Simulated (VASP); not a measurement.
# GaN in VASP: single point with PBE

Aim: the single point of GaN with PBE.

Everything below comes from runs of VASP 6.6.1. Logs are shortened: lines on timing, memory, paths and dates and some standing lists are left out, and cuts for length are marked.

## 1. The cell of the first run

The cell holds a slab with vacuum, 20 atoms: a = 3.218 Å, b = 5.243 Å, c = 27.078 Å, α = 90.00°, β = 90.00°, γ = 90.00°.

## 2. Single point, PBE

The input, INCAR:

```
ALGO     = Normal         # electronic algorithm
DIPOL    = 0.5 0.5 0.500
EDIFF    = 1E-7           # SCF threshold, eV
ENCUT    = 520            # plane-wave cutoff, eV
GGA      = PE             # functional
IDIPOL   = 3            
ISIF     = 2              # what is computed and relaxed
ISMEAR   = 0              # smearing method
LASPH    = True           # aspherical terms in the spheres
LCHARG   = False          # write CHGCAR
LDIPOL   = True         
LREAL    = Auto         
LUSENCCL = False        
LWAVE    = False          # write WAVECAR
NBANDS   = 106            # bands
NELM     = 60             # most SCF steps
PREC     = Accurate       # precision mode
SIGMA    = 0.05           # smearing width, eV
```

The input, KPOINTS:

```
k-points
0
Gamma
  8 5 1
```

The input, POSCAR:

```
GaN
1.0
    3.2184289158      0.0000000000      0.0000000000
    0.0000000000      5.2430305161      0.0000000000
    0.0000000000      0.0000000000     27.0780452059
Ga N
10 10
Direct
    0.0000000000      0.0008683113      0.2769771578
    0.5000000000      0.5008683113      0.3112883643
    0.5000000000      0.0008683113      0.3799107773
    0.0000000000      0.5008683113      0.4142219838
    0.0000000000      0.0008683113      0.4828443968
    0.5000000000      0.5008683113      0.5171556032
    0.5000000000      0.0008683113      0.5857780162
    0.0000000000      0.5008683113      0.6200892227
    0.0000000000      0.0008683113      0.6887116357
    0.5000000000      0.5008683113      0.7230228422
    0.0000000000      0.6241316887      0.2769771578
    0.5000000000      0.1241316887      0.3112883643
    0.5000000000      0.6241316887      0.3799107773
    0.0000000000      0.1241316887      0.4142219838
    0.0000000000      0.6241316887      0.4828443968
    0.5000000000      0.1241316887      0.5171556032
    0.5000000000      0.6241316887      0.5857780162
    0.0000000000      0.1241316887      0.6200892227
    0.0000000000      0.6241316887      0.6887116357
    0.5000000000      0.1241316887      0.7230228422
```

Potentials or basis: VASP PAW PBE potentials, release 64 (Ga_d, N).

The run is started by

```console
$ cat potpaw_PBE.64/Ga_d/POTCAR potpaw_PBE.64/N/POTCAR > POTCAR
$ mpirun -np 1 vasp_std > vasp.out
```

OUTCAR:

```text
EDIFF = 1E-7
   ENCUT = 520
   GGA = PE
   ISIF = 2
   ISMEAR = 0
   LASPH = True
   LREAL = Auto
   NELM = 60
   PREC = Accurate

 ion  position               nearest neighbor table
   1  0.000  0.001  0.277-  12 1.97  12 1.97  11 1.98
   2  0.500  0.501  0.311-  11 1.97  11 1.97  13 1.97  12 1.98
   3  0.500  0.001  0.380-  14 1.97  14 1.97  12 1.97  13 1.98
   4  0.000  0.501  0.414-  13 1.97  13 1.97  15 1.97  14 1.98
   5  0.000  0.001  0.483-  16 1.97  16 1.97  14 1.97  15 1.98
   6  0.500  0.501  0.517-  15 1.97  15 1.97  17 1.97  16 1.98
   7  0.500  0.001  0.586-  18 1.97  18 1.97  16 1.97  17 1.98
   8  0.000  0.501  0.620-  17 1.97  17 1.97  19 1.97  18 1.98
   9  0.000  0.001  0.689-  20 1.97  20 1.97  18 1.97  19 1.98
  10  0.500  0.501  0.723-  19 1.97  19 1.97  20 1.98
  11  0.000  0.624  0.277-   2 1.97   2 1.97   1 1.98
  12  0.500  0.124  0.311-   1 1.97   1 1.97   3 1.97   2 1.98
  13  0.500  0.624  0.380-   4 1.97   4 1.97   2 1.97   3 1.98
  14  0.000  0.124  0.414-   3 1.97   3 1.97   5 1.97   4 1.98
  15  0.000  0.624  0.483-   6 1.97   6 1.97   4 1.97   5 1.98
  16  0.500  0.124  0.517-   5 1.97   5 1.97   7 1.97   6 1.98
  17  0.500  0.624  0.586-   8 1.97   8 1.97   6 1.97   7 1.98
  18  0.000  0.124  0.620-   7 1.97   7 1.97   9 1.97   8 1.98
  19  0.000  0.624  0.689-  10 1.97  10 1.97   8 1.97   9 1.98
  20  0.500  0.124  0.723-   9 1.97   9 1.97  10 1.98

  LATTYP: Found a simple orthorhombic cell.
 ALAT       =     3.2184289158
 B/A-ratio  =     1.6290651909
 C/A-ratio  =     8.4134358453

  Lattice vectors:

 A1 = (   3.2184289158,   0.0000000000,   0.0000000000)
 A2 = (   0.0000000000,   5.2430305161,   0.0000000000)
 A3 = (   0.0000000000,   0.0000000000,  27.0780452059)

Analysis of symmetry for initial positions (statically):
=====================================================================
 Subroutine PRICEL returns:
 Original cell was already a primitive cell.

 Routine SETGRP: Setting up the symmetry group for a
 simple orthorhombic supercell.

 Subroutine GETGRP returns: Found  4 space group operations
 (whereof  2 operations were pure point group operations)
 out of a pool of  8 trial point group operations.

The static configuration has the point symmetry C_1h.
 The point group associated with its full space group is C_2v.

Analysis of symmetry for dynamics (positions and initial velocities):
=====================================================================
 Subroutine PRICEL returns:
 Original cell was already a primitive cell.

 Routine SETGRP: Setting up the symmetry group for a
[... 148 lines left out ...]
   ISMEAR =     0;   SIGMA  =   0.05  broadening in eV -4-tet -1-fermi 0-gaus
   EFERMI_NEDOS =   21; number of points for ismear=-14 and -15
   IALGO  =     38    algorithm
   IMIX   =      4    mixing-type and parameters
     AMIX     =   0.40;   BMIX     =  1.00
     AMIX_MAG =   1.60;   BMIX_MAG =  1.00
  volume/ion in A,a.u.               =      22.85       154.17
  Fermi-wavevector in a.u.,A,eV,Ry     =   1.200101  2.267862 19.595687  1.440242
  Thomas-Fermi vector in A             =   2.335946
   LORBIT       =      0    0 simple, 1 ext, 2 COOP (PROOUT), +10 PAW based schemes
   GGA     = PE    functional components
   LHFCALC =     F    Hartree Fock is set to
   AEXX    =    0.0000 exact exchange contribution
   IVDW    =     0    specifies the selected vdW correction
   LEPSILON=     F    determine dielectric tensor
   LRPA    =     F    only Hartree local field effects (RPA)
 non-spin polarized calculation
 Gauss-broadening in eV      SIGMA  =   0.05
  energy-cutoff  :      520.00
  volume of cell :      456.92
 maximum number of plane-waves:     12368
 NGX is ok and might be reduce to    24
   NGX = 11   NGY = 19   NGZ =101

 dipolmoment           0.000000      0.000000      0.000000 electrons x Angstroem

 number of electron     179.9999978 magnetization

 dipolmoment           0.000000      0.000000     -0.000000 electrons x Angstroem

 Free energy of the ion-electron system (eV)
  ---------------------------------------------------
  ext. energy  EPLUGINS =         0.00000000
  ---------------------------------------------------
  free energy    TOTEN  =      -117.28485510 eV

  energy without entropy =     -117.28485510  energy(sigma->0) =     -117.28485510

 E-fermi :   0.5533     XC(G=0):  -6.5325

 val. band max:        0.3057547997   @ k =   0.0000   0.0000   0.0000
 cond. band min:       0.7829045983   @ k =   0.0000   0.0000   0.0000
 fundamental gap:      0.4771497986
 Fermi energy:         0.5533204380

 k-point     1 :       0.0000    0.0000    0.0000
  band No.  band energies     occupation
      1     -15.8834      2.00000
      2     -15.6961      2.00000
      3     -15.5058      2.00000
      4     -15.3262      2.00000
      5     -15.1815      2.00000
      6     -15.0980      2.00000
[... 1564 lines left out ...]
    101       5.8431      0.00000
    102       5.8431      0.00000
 [bands above 102 left out]

------------------------ aborting loop because EDIFF is reached ----------------------------------------

 vacuum level on the upper side and lower side of the slab       (xc-potential included)        -0.075        -0.075

  FORCE on cell =-STRESS in cart. coord.  units (eV):
  Direction    XX          YY          ZZ          XY          YZ          ZX
  --------------------------------------------------------------------------------------
  -------------------------------------------------------------------------------------
  Total       -0.9623946     -7.9404961     -1.3084942      0.0000000      0.0000000      0.0000000
  in kB       -3.3745831    -27.8429088     -4.5881622      0.0000000      0.0000000      0.0000000
  external PRESSURE =     -11.9352180 kB  Pullay stress =       0.0000000 kB

 VOLUME and BASIS-vectors are now :
 -----------------------------------------------------------------------------
  energy-cutoff  :      520.00
  volume of cell :      456.92
      direct lattice vectors                 reciprocal lattice vectors
     3.218428916  0.000000000  0.000000000     0.310710606  0.000000000  0.000000000
     0.000000000  5.243030516  0.000000000     0.000000000  0.190729388  0.000000000
     0.000000000  0.000000000 27.078045206     0.000000000  0.000000000  0.036930288

 POSITION                                       TOTAL-FORCE (eV/Angst)
 -----------------------------------------------------------------------------------
      0.00000      0.00455      7.50000         0.000000     -2.063730      1.465729
      1.60921      2.62607      8.42908         0.000000      1.175455     -1.470871
      1.60921      0.00455     10.28724         0.000000     -0.506530      0.254621
      0.00000      2.62607     11.21632         0.000000      0.204357     -0.155538
      0.00000      0.00455     13.07448         0.000000     -0.043048      0.079912
      1.60921      2.62607     14.00356         0.000000     -0.043048     -0.079912
[... 12 lines left out ...]
      0.00000      3.27234     18.64896         0.000000      0.538445      1.017647
      1.60921      0.65083     19.57805         0.000000      0.695614     -0.409378
 -----------------------------------------------------------------------------------
    total drift:                                0.000000     -0.009298      0.000058

  FREE ENERGIE OF THE ION-ELECTRON SYSTEM (eV)
  ---------------------------------------------------
  free  energy   TOTEN  =      -117.2848550965 eV

  energy  without entropy=     -117.2848550965  energy(sigma->0) =     -117.28485510

 vacuum level on the upper side and lower side of the slab         5.350         5.350
```

Wall time 6.9 min (1 × NVIDIA H100 80GB with 1 thread of Intel Xeon Platinum 8481C at 2.70GHz (Sapphire Rapids), shared host); peak memory 1.6 GiB.

Results:

| Item | Value |
| --- | --- |
| Free energy | -117.2849 eV |
| Largest force | 2.531 eV/Å |
| Band gap on the k mesh | 0.48 eV, direct |

Forces in eV/Å, atoms in the order of the input:
```
Ga   0.000 -2.064  1.466
Ga   0.000  1.175 -1.471
Ga   0.000 -0.507  0.255
Ga   0.000  0.204 -0.156
Ga   0.000 -0.043  0.080
Ga   0.000 -0.043 -0.080
Ga   0.000  0.204  0.156
Ga   0.000 -0.507 -0.255
Ga   0.000  1.175  1.471
Ga   0.000 -2.064 -1.466
N    0.000  0.696  0.409
N    0.000  0.538 -1.018
N    0.000 -0.034  0.587
N    0.000  0.030 -0.220
N    0.000  0.003  0.152
N    0.000  0.003 -0.152
N    0.000  0.030  0.220
N    0.000 -0.034 -0.587
N    0.000  0.538  1.018
N    0.000  0.696 -0.409
```

Levels at points of the mesh, in eV from the valence-band top:
```
           k point  band 87  band 88  band 89  band 90  band 91  band 92  band 93  band 94
(0.00, 0.00, 0.00)    -0.24    -0.21    -0.02     0.00     0.48     0.95     2.40     3.48
(0.50, 0.00, 0.00)    -1.62    -1.62    -0.41    -0.41     1.85     1.85     4.73     4.73
```
